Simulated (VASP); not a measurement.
# BeCd3S2 (P-4m2) in VASP: further runs, part 2 of 2

VASP 6.6.1. The steps go on from the part before.

### 4 Single point, PBE

This run uses another cell than the first one, of 21.11 Å³/atom.

File INCAR:

```
SYSTEM = BeCd3S2
ALGO = Normal ; EDIFF = 1E-6
ENCUT = 520 ; GGA = PE
ISIF = 2 ; ISMEAR = 0
LASPH = .True. ; LCHARG = .False.
LREAL = .False. ; LWAVE = .False.
NBANDS = 34 ; NELM = 100
PREC = Accurate ; SIGMA = 0.1
```

File KPOINTS:

```
k-points
0
Gamma
  10 10 4
  0 0 0
```

File POSCAR:

```
BeCd3S2
1.0
    3.7467931009      0.0000000000      0.0000000000
    0.0000000000      3.7467931009      0.0000000000
    0.0000000000      0.0000000000      9.0202820661
Be Cd S
1 3 2
Direct
    0.5000000000      0.5000000000      0.0000000000
    0.5000000000      0.0000000000      0.3597119508
    0.0000000000      0.5000000000      0.6402880492
    0.0000000000      0.0000000000      0.0000000000
    0.5000000000      0.0000000000      0.6687422146
    0.0000000000      0.5000000000      0.3312577854
```

Command:

```
> cat potpaw_PBE.64/Be/POTCAR potpaw_PBE.64/Cd/POTCAR potpaw_PBE.64/S/POTCAR > POTCAR
> mpirun -np 1 vasp_std > vasp.out
```

Run time: 2.7 min. Hardware: 1 thread of Intel Xeon Platinum 8488C (Sapphire Rapids), shared host; peak memory 0.36 GiB.

The run converged. Its results:

```yaml
Free_energy: -13.8945 eV
Pressure: 0.3 GPa
Largest_force: 0.029 eV/Å
Band_gap_on_the_k_mesh: zero (bands 25 and 26 overlap by 1.18 eV)
```

Forces in eV/Å, atoms in the order of the input:
```
Be   0.000  0.000  0.000
Cd   0.000  0.000 -0.004
Cd   0.000  0.000  0.004
Cd   0.000  0.000  0.000
S    0.000  0.000  0.029
S    0.000  0.000 -0.029
```

Stress tensor (GPa, compression positive):
```
0.39 0.00 0.00
0.00 0.39 0.00
0.00 0.00 0.15
```

Levels at points of the mesh, in eV from the Fermi level:
```csv
k point,band 22,band 23,band 24,band 25,band 26,band 27,band 28,band 29
"(0.00, 0.00, 0.00)",-3.06,-2.42,-2.42,0.00,0.31,0.97,1.94,1.94
"(0.50, 0.00, 0.00)",-1.79,-1.77,-1.14,-1.13,1.11,1.38,3.92,3.95
"(0.50, 0.50, 0.00)",-3.32,-3.32,-2.07,-2.07,-0.74,-0.12,0.40,0.40
"(0.00, 0.00, 0.50)",-2.45,-2.45,-1.93,-1.34,0.03,1.95,1.95,2.57
"(0.50, 0.00, 0.50)",-2.75,-2.64,-1.14,-1.13,2.20,2.86,3.11,3.14
"(0.50, 0.50, 0.50)",-3.47,-3.47,-1.35,-1.35,-0.62,-0.47,-0.47,-0.04
```

### 5 Relaxation of cell and atoms, PBE

File INCAR:

```
SYSTEM = BeCd3S2
  PREC = Accurate
  ENCUT = 600
  EDIFF = 1E-6
  ISMEAR = 0
  SIGMA = 0.1
  LREAL = .False.
  LASPH = .True.
  NELM = 80
  ALGO = Normal
  ISIF = 3
  LWAVE = .False.
  LCHARG = .False.
  GGA = PE
  IBRION = 2
  NSW = 90
  EDIFFG = -0.04
```

File KPOINTS:

```
regular mesh
0
Gamma
  6 6 2
  0 0 0
```

File POSCAR:

```
BeCd3S2
1.0
    3.6445740400      0.0000000000      0.0000000000
    0.0000000000      3.6445740400      0.0000000000
    0.0000000000      0.0000000000      8.1742420300
Be Cd S
1 3 2
Direct
    0.5000000000      0.5000000000      0.0000000000
    0.5000000000      0.0000000000      0.3861632900
    0.0000000000      0.5000000000      0.6138367100
    0.0000000000      0.0000000000      0.0000000000
    0.5000000000      0.0000000000      0.7344790700
    0.0000000000      0.5000000000      0.2655209300
```

Command:

```
> cat potpaw_PBE.64/Be/POTCAR potpaw_PBE.64/Cd/POTCAR potpaw_PBE.64/S/POTCAR > POTCAR
> mpirun -np 1 vasp_std > vasp.out
```

Wall time 16 min (1 thread of Intel Xeon Platinum 8488C (Sapphire Rapids), shared host); peak memory 0.29 GiB.

The run converged. Its results:

* Free energy: -13.8931 eV
* Relaxed volume: 21.28 Å³/atom
* Relaxed cell: a = 3.754 Å, b = 3.754 Å, c = 9.059 Å, α = 90.00°, β = 90.00°, γ = 90.00°
* Space group after relaxing (to 0.1 Å): P-4m2 (No. 115)
* Energy gained by relaxing: 168.5 meV/atom
* Ionic steps: 23
* Pressure after relaxing: -0.1 GPa
* Largest force after relaxing: 0.030 eV/Å
* Band gap on the k mesh: zero (bands 25 and 26 overlap by 1.40 eV)

Forces in eV/Å, atoms in the order of the input:
```
Be   0.000  0.000  0.000
Cd   0.000  0.000 -0.016
Cd   0.000  0.000  0.016
Cd   0.000  0.000  0.000
S    0.000  0.000 -0.030
S    0.000  0.000  0.030
```

Stress tensor (GPa, compression positive):
```
-0.08  0.00  0.00
 0.00 -0.08  0.00
 0.00  0.00  0.01
```

The path:
```
step  energy change (eV)  largest force (eV/Å)  pressure (GPa)  volume (Å³)
   1              0.0000                0.7860            6.66       108.58
   2             -0.3029                0.8676           -0.88       120.81
   3             -0.3042                0.8741           -1.36       121.85
   4             -0.4317                0.8699           -1.05       121.72
   5             -0.6822                0.6107            1.43       121.07
   6             -0.6917                0.4834            2.71       120.76
   7             -0.7598                0.4546            2.09       123.22
   8             -0.8750                0.3081            0.80       129.70
   9             -0.8755                0.1867           -1.14       143.23
  10             -0.9125                0.1490           -0.13       136.21
  11             -0.9434                0.1297           -0.40       135.64
  12             -0.9781                0.0662           -0.75       134.40
  13             -0.9824                0.1219           -0.83       133.79
  14             -0.9888                0.1986            0.33       130.48
  15             -0.9894                0.1804            0.07       131.20
  16             -0.9940                0.1492            0.10       130.75
  17             -1.0026                0.0658            0.23       129.43
  18             -0.9985                0.0622            0.66       126.81
  19             -1.0041                0.0162            0.37       128.48
  20             -1.0074                0.0432           -0.01       128.83
  21             -1.0081                0.0651           -0.30       129.09
  22             -1.0098                0.0526           -0.21       128.58
  23             -1.0111                0.0295           -0.05       127.66
```

Final structure:
```
Be Cd S
1.0
     3.75391    0.00000    0.00000
     0.00000    3.75391    0.00000
     0.00000    0.00000    9.05922
Be Cd S
1 3 2
Direct
  0.50000 0.50000 0.00000
  0.50000 0.00000 0.36434
  0.00000 0.50000 0.63566
  0.00000 0.00000 0.00000
  0.50000 0.00000 0.67148
  0.00000 0.50000 0.32852
```

Levels at points of the mesh, in eV from the Fermi level:
| k point | band 22 | band 23 | band 24 | band 25 | band 26 | band 27 | band 28 | band 29 |
| --- | --- | --- | --- | --- | --- | --- | --- | --- |
| (0.00, 0.00, 0.00) | -2.99 | -2.35 | -2.35 | -0.04 | 0.32 | 1.06 | 1.97 | 1.97 |
| (0.50, 0.00, 0.00) | -1.80 | -1.78 | -1.14 | -1.14 | 1.16 | 1.42 | 3.95 | 3.99 |
| (0.50, 0.50, 0.00) | -3.29 | -3.29 | -1.99 | -1.99 | -0.71 | -0.10 | 0.40 | 0.40 |
| (0.00, 0.00, 0.50) | -2.38 | -2.38 | -1.84 | -1.31 | -0.01 | 1.99 | 1.99 | 2.57 |
| (0.50, 0.00, 0.50) | -2.75 | -2.64 | -1.14 | -1.14 | 2.28 | 2.93 | 3.07 | 3.14 |
| (0.50, 0.50, 0.50) | -3.43 | -3.43 | -1.29 | -1.29 | -0.59 | -0.47 | -0.47 | -0.01 |

Caveat: the k points lie up to 0.35 Å⁻¹ apart in the final cell, too coarse for converged energies and pressures of a metal; the volume moved by over 15 % at a fixed basis, so the end points are rough.

### 6 Summary

```csv
task,cell,k mesh,cutoff (eV),gap on the mesh (eV),pressure (GPa),largest force (eV/Å)
single point,"a = 3.645, b = 3.645, c = 8.174 Å, 6 atoms, atomic positions A",6 × 6 × 2,520,none,6.7,0.79
single point,"a = 3.753, b = 3.753, c = 9.016 Å, 6 atoms, atomic positions B",6 × 6 × 2,520,none,0.3,0.04
single point,"a = 3.747, b = 3.747, c = 9.020 Å, 6 atoms, atomic positions C",10 × 10 × 4,520,none,0.3,0.03
relaxation of cell and atoms,"relaxed from a = 3.645, b = 3.645, c = 8.174 Å, 6 atoms, atomic positions A",6 × 6 × 2,600,none,-0.1,0.03
```

Alike in all rows: level PBE; potentials or basis VASP PAW PBE potentials, release 64 (Be, Cd, S); no spin polarisation; smearing gaussian 0.1 eV.

Caveats: some runs use coarse meshes; the volume moved by over 15 % at a fixed basis, so the end points are rough (at least some runs).

Total energies depend on the potentials used, so only differences within one code and one set of settings carry meaning.
